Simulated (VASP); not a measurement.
# Ta in VASP: further runs

The runs below take Ta through single point, relaxation of cell and atoms, with PBE.

Everything below comes from runs of VASP 6.6.1. Logs are shortened: lines on timing, memory, paths and dates and some standing lists are left out, and cuts for length are marked.

### Step 1. The cell of the first run

The typed cell holds 1 atom: a = 2.750 Å, b = 2.750 Å, c = 2.758 Å, α = 90.00°, β = 90.00°, γ = 90.00°.

This isn't the form of Ta at room conditions, which is bcc.

### Step 2. Single point, PBE

Contents of INCAR:

```
PREC = Accurate
ENCUT = 520
EDIFF = 1E-6
ISMEAR = 0
SIGMA = 0.1
LREAL = F
LASPH = T
NELM = 100
ALGO = Normal
ISIF = 2
LWAVE = F
LCHARG = F
GGA = PE
NBANDS = 12
```

Contents of KPOINTS:

```
regular mesh
0
Gamma
  6 6 6
```

Contents of POSCAR:

```
Ta
1.0
    2.7499519644      0.0000000000      0.0000000000
    0.0000000000      2.7499519644      0.0000000000
    0.0000000000      0.0000000000      2.7584316469
Ta
1
Direct
    0.0000000000      0.0000000000      0.0000000000
```

Potentials or basis: VASP PAW PBE potentials, release 64 (Ta_pv).

Run with:

```
cat potpaw_PBE.64/Ta_pv/POTCAR > POTCAR
mpirun -np 1 vasp_std > vasp.out
```

OUTCAR:

```text
PREC = Accurate
   ENCUT = 520
   EDIFF = 1E-6
   ISMEAR = 0
   LREAL = F
   LASPH = T
   NELM = 100
   ISIF = 2
   GGA = PE

 ion  position               nearest neighbor table
   1  0.000  0.000  0.000-

  LATTYP: Found a simple tetragonal cell.
 ALAT       =     2.7499519644
 C/A-ratio  =     1.0030835748

  Lattice vectors:

 A1 = (   2.7499519644,   0.0000000000,   0.0000000000)
 A2 = (   0.0000000000,   2.7499519644,   0.0000000000)
 A3 = (   0.0000000000,   0.0000000000,   2.7584316469)

Analysis of symmetry for initial positions (statically):
=====================================================================
 Subroutine PRICEL returns:
 Original cell was already a primitive cell.

 Routine SETGRP: Setting up the symmetry group for a
 simple tetragonal supercell.

 Subroutine GETGRP returns: Found 16 space group operations
 (whereof 16 operations were pure point group operations)
 out of a pool of 16 trial point group operations.

The static configuration has the point symmetry D_4h.

Analysis of symmetry for dynamics (positions and initial velocities):
=====================================================================
 Subroutine PRICEL returns:
 Original cell was already a primitive cell.

 Routine SETGRP: Setting up the symmetry group for a
 simple tetragonal supercell.

 Subroutine GETGRP returns: Found 16 space group operations
 (whereof 16 operations were pure point group operations)
 out of a pool of 16 trial point group operations.

The dynamic configuration has the point symmetry D_4h.

 Subroutine INISYM returns: Found 16 space group operations
 (whereof 16 operations are pure point group operations),
 and found     1 'primitive' translations

----------------------------------------------------------------------------------------

                                     Primitive cell

  volume of cell :      20.8599

  direct lattice vectors                    reciprocal lattice vectors
     2.749951964  0.000000000  0.000000000     0.363642716  0.000000000  0.000000000
     0.000000000  2.749951964  0.000000000     0.000000000  0.363642716  0.000000000
     0.000000000  0.000000000  2.758431647     0.000000000  0.000000000  0.362524843

  length of vectors
     2.749951964  2.749951964  2.758431647     0.363642716  0.363642716  0.362524843

  position of ions in fractional coordinates (direct lattice)
     0.000000000  0.000000000  0.000000000

  ion indices of the primitive-cell ions
   primitive index   ion index
                 1           1

----------------------------------------------------------------------------------------

 KPOINTS: regular mesh

Automatic generation of k-mesh.
 Grid dimensions read from file:
 generate k-points for:    6    6    6

 Generating k-lattice:

  Cartesian coordinates                     Fractional coordinates (reciprocal lattice)
     0.060607119  0.000000000  0.000000000     0.166666667  0.000000000  0.000000000
     0.000000000  0.060607119  0.000000000     0.000000000  0.166666667  0.000000000
     0.000000000  0.000000000  0.060420807     0.000000000  0.000000000  0.166666667

  Length of vectors
     0.060607119  0.060607119  0.060420807

  Shift w.r.t. Gamma in fractional coordinates (k-lattice)
     0.000000000  0.000000000  0.000000000

 Subroutine IBZKPT returns following result:
 ===========================================

 Found     40 irreducible k-points:

 Following reciprocal coordinates:
            Coordinates               Weight
  0.000000  0.000000  0.000000      1.000000
  0.166667  0.000000  0.000000      4.000000
  0.333333  0.000000  0.000000      4.000000
  0.500000  0.000000  0.000000      2.000000
  0.166667  0.166667  0.000000      4.000000
  0.333333  0.166667  0.000000      8.000000
[... 16 lines left out ...]
  0.333333  0.000000  0.333333      8.000000
  0.500000  0.000000  0.333333      4.000000
 [... further k-points ...]
   k-points           NKPTS =     40   k-points in BZ     NKDIM =     40   number of bands    NBANDS=     12
   number of dos      NEDOS =    301   number of ions     NIONS =      1
   total plane-waves  NPLWV =   9600
   dimension x,y,z NGX =    20 NGY =   20 NGZ =   24
   dimension x,y,z NGXF=    40 NGYF=   40 NGZF=   48
   ions per type =               1
   NGX,Y,Z   is equivalent  to a cutoff of  12.09, 12.09, 14.46 a.u.
   NGXF,Y,Z  is equivalent  to a cutoff of  24.18, 24.18, 28.93 a.u.
 SYSTEM =  unknown system
   PREC   = accura    normal or accurate (medium, high low for compatibility)
   ISTART =      0    job   : 0-new  1-cont  2-samecut
   ICHARG =      2    charge: 1-file 2-atom 10-const
   ISPIN  =      1    spin polarized calculation?
   LNONCOLLINEAR =      F non collinear calculations
   LSORBIT =      F    spin-orbit coupling
   LASPH  =      T    aspherical Exc in radial PAW
   ENCUT  =  520.0 eV  38.22 Ry    6.18 a.u.   5.11  5.11  5.13*2*pi/ulx,y,z
   NELM   =    100;   NELMIN=  2; NELMDL= -5     # of ELM steps
   EDIFF  = 0.1E-05   stopping-criterion for ELM
   LREAL  =      F    real-space projection
   EDIFFG = 0.1E-04   stopping-criterion for IOM
   NSW    =      0    number of steps for IOM
   IBRION =     -1    ionic relax: 0-MD 1-quasi-New 2-CG
   NFREE  =      0    steps in history (QN), initial steepest desc. (CG)
   ISIF   =      2    stress and relaxation
   ISYM   =      2    0-nonsym 1-usesym 2-fastsym
   POTIM  = 0.5000    time-step for ionic-motion
   TEBEG  =    0.0;   TEEND  =   0.0 temperature during run
   PSTRESS=    0.0 pullay stress
   NELECT =      11.0000    total number of electrons
   NUPDOWN=      -1.0000    fix difference up-down
   EMIN   =  10.00;   EMAX   =-10.00  energy-range for DOS
   EFERMI =   0.00;   METHOD = LEGACY
   ISMEAR =     0;   SIGMA  =   0.10  broadening in eV -4-tet -1-fermi 0-gaus
   EFERMI_NEDOS =   21; number of points for ismear=-14 and -15
   IALGO  =     38    algorithm
   IMIX   =      4    mixing-type and parameters
     AMIX     =   0.40;   BMIX     =  1.00
     AMIX_MAG =   1.60;   BMIX_MAG =  1.00
  volume/ion in A,a.u.               =      20.86       140.77
  Fermi-wavevector in a.u.,A,eV,Ry     =   1.322619  2.499388 23.800974  1.749322
  Thomas-Fermi vector in A             =   2.452287
   LORBIT       =      0    0 simple, 1 ext, 2 COOP (PROOUT), +10 PAW based schemes
   GGA     = PE    functional components
   LHFCALC =     F    Hartree Fock is set to
   AEXX    =    0.0000 exact exchange contribution
   IVDW    =     0    specifies the selected vdW correction
   LEPSILON=     F    determine dielectric tensor
   LRPA    =     F    only Hartree local field effects (RPA)
 non-spin polarized calculation
 Gauss-broadening in eV      SIGMA  =   0.10
  energy-cutoff  :      520.00
  volume of cell :       20.86
 maximum number of plane-waves:       587
   NGX = 11   NGY = 11   NGZ = 11

 number of electron      11.0000003 magnetization

 Free energy of the ion-electron system (eV)
  ---------------------------------------------------
  ext. energy  EPLUGINS =         0.00000000
  ---------------------------------------------------
  free energy    TOTEN  =       -10.70919388 eV

  energy without entropy =      -10.69961777  energy(sigma->0) =      -10.70440583

 E-fermi :   4.2160     XC(G=0): -11.7556

 val. band max:        4.1791958202   @ k =   0.3333   0.0000   0.0000
 cond. band min:       4.2756782839   @ k =   0.1667   0.1667   0.5000
 fundamental gap:      0.0964824637
 Fermi energy:         4.2159862308

 k-point     1 :       0.0000    0.0000    0.0000
  band No.  band energies     occupation
      1     -29.0289      2.00000
      2     -29.0160      2.00000
      3     -29.0160      2.00000
      4      -2.8286      2.00000
      5       1.8669      2.00000
      6       1.8758      2.00000
      7      10.4506      0.00000
      8      10.4506      0.00000
      9      10.4839      0.00000
     10      18.6809      0.00000
     11      18.7913      0.00000
     12      18.7913      0.00000

 k-point     2 :       0.1667    0.0000    0.0000
  band No.  band energies     occupation
      1     -29.3202      2.00000
      2     -29.0031      2.00000
      3     -28.9902      2.00000
      4      -2.0568      2.00000
      5       2.0899      2.00000
      6       2.6725      2.00000
      7       9.2074      0.00000
      8       9.2495      0.00000
      9      10.5465      0.00000
     10      15.8497      0.00000
     11      18.7723      0.00000
     12      20.3204      0.00000

 k-point     3 :       0.3333    0.0000    0.0000
  band No.  band energies     occupation
      1     -29.8927      2.00000
      2     -28.9509      2.00000
      3     -28.9383      2.00000
      4      -0.4056      2.00000
      5       2.5654      2.00000
      6       4.1792      1.39714
      7       7.4570      0.00000
      8       7.5059      0.00000
      9      10.7446      0.00000
     10      13.6361      0.00000
     11      18.7721      0.00000
     12      19.6025      0.00000
[... 286 lines left out ...]
 k-point    23 :       0.3333    0.0000    0.3333
  band No.  band energies     occupation
      1     -29.7949      2.00000
      2     -29.7676      2.00000
      3     -28.8658      2.00000
      4       1.2204      2.00000
      5       2.5586      2.00000
      6       6.5512      0.00000
      7       6.8445      0.00000
      8       7.9004      0.00000
      9       8.1918      0.00000
     10      14.7885      0.00000
     11      17.2722      0.00000
     12      18.7828      0.00000

 k-point    24 :       0.5000    0.0000    0.3333
  band No.  band energies     occupation
      1     -30.0498      2.00000
      2     -29.7384      2.00000
      3     -28.8405      2.00000
      4       1.2150      2.00000
      5       2.5631      2.00000
      6       6.7792      0.00000
      7       7.3628      0.00000
      8       8.2511      0.00000
      9       8.8599      0.00000
     10      13.8162      0.00000
     11      18.6069      0.00000
     12      18.9379      0.00000

 [... further k-points ...]
[... 5 lines left out ...]
  --------------------------------------------------------------------------------------
  -------------------------------------------------------------------------------------
  Total        0.0200155      0.0200155     -0.0253006      0.0000000      0.0000000      0.0000000
  in kB        1.5373203      1.5373203     -1.9432527      0.0000000      0.0000000      0.0000000
  external PRESSURE =       0.3771293 kB  Pullay stress =       0.0000000 kB

 VOLUME and BASIS-vectors are now :
 -----------------------------------------------------------------------------
  energy-cutoff  :      520.00
  volume of cell :       20.86
      direct lattice vectors                 reciprocal lattice vectors
     2.749951964  0.000000000  0.000000000     0.363642716  0.000000000  0.000000000
     0.000000000  2.749951964  0.000000000     0.000000000  0.363642716  0.000000000
     0.000000000  0.000000000  2.758431647     0.000000000  0.000000000  0.362524843

 POSITION                                       TOTAL-FORCE (eV/Angst)
 -----------------------------------------------------------------------------------
      0.00000      0.00000      0.00000         0.000000      0.000000      0.000000
 -----------------------------------------------------------------------------------
    total drift:                                0.000000      0.000000      0.000000

  FREE ENERGIE OF THE ION-ELECTRON SYSTEM (eV)
  ---------------------------------------------------
  free  energy   TOTEN  =       -10.7091938812 eV

  energy  without entropy=      -10.6996177707  energy(sigma->0) =      -10.70440583
```

Run time: 4 s. Hardware: 1 thread of Intel Xeon 6975P-C (Granite Rapids), shared host; peak memory 0.13 GiB.

Results:

| Property | Result |
| --- | --- |
| Free energy | -10.7092 eV |
| Pressure | 0.0 GPa |
| Band gap on the k mesh | zero (an odd number of electrons rules out a gap without spin polarisation) |

Stress tensor (GPa, compression positive):
```
 0.15  0.00  0.00
 0.00  0.15  0.00
 0.00  0.00 -0.19
```

Caveat: the k points lie up to 0.38 Å⁻¹ apart, too coarse for converged energies and pressures of a metal; spin-orbit coupling is left out, which moves the levels of the heavy elements.

[end of part 1 of 2]

The gap in the log of VASP goes by the Fermi energy; the results here count the filled bands.